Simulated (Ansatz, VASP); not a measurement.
# Al5GaAs6 in VASP and in Ansatz

```
CELL_PARAMETERS angstrom
4.07513 0.00013 -0.00018
0.00013 4.07536 -0.00019
0.00078 0.00065 17.01555
ATOMIC_POSITIONS crystal
Al 0.99991 0.99982 0.66694
Al 0.50023 0.49996 0.83346
Al 0.00001 0.00003 0.00000
Al 0.49997 0.50011 0.16654
Al 0.99990 0.00015 0.33306
Ga 0.49996 0.49996 0.50000
As 0.50004 0.99997 0.91675
As 0.99998 0.50003 0.08325
As 0.49991 0.00008 0.24982
As 0.99995 0.50013 0.41588
As 0.49992 0.99993 0.58411
As 0.00022 0.49985 0.75018
```

Change from the starting cell: cell x1, atoms moved at random (sigma 0.15 Å) and cell strained at random (1.5 %), then relaxed without symmetry.

Alike in both runs: functional PBE; k mesh 4 × 4 × 1; occupations gaussian, width 0.1 eV; no spin polarisation.

Ansatz relaxed the structure, and its values are those at the end. VASP's run is a single point on that final structure, the one shown.

```csv
,VASP,Ansatz
version,VASP 6.6.1,Ansatz 0.2.0
potentials or method,"VASP PAW PBE potentials, release 64 (Al, Ga_d, As), cutoff 520 eV","scalar-relativistic, plane waves, PAW"
valence electrons in the cell,58,118
```

|  | VASP | Ansatz | Ansatz less VASP |
| --- | --- | --- | --- |
| gap on the k mesh at the Fermi level (eV) | 1.34 | 1.34 | -0.002 |
| least direct gap on the mesh (eV) | 1.34 | 1.34 | -0.002 |
| pressure (GPa) | 0.2 | 0.0 | -0.16 |

VASP's potentials hold 58 valence electrons a cell and Ansatz's 118, so a difference there can come from the potentials and not from the codes.
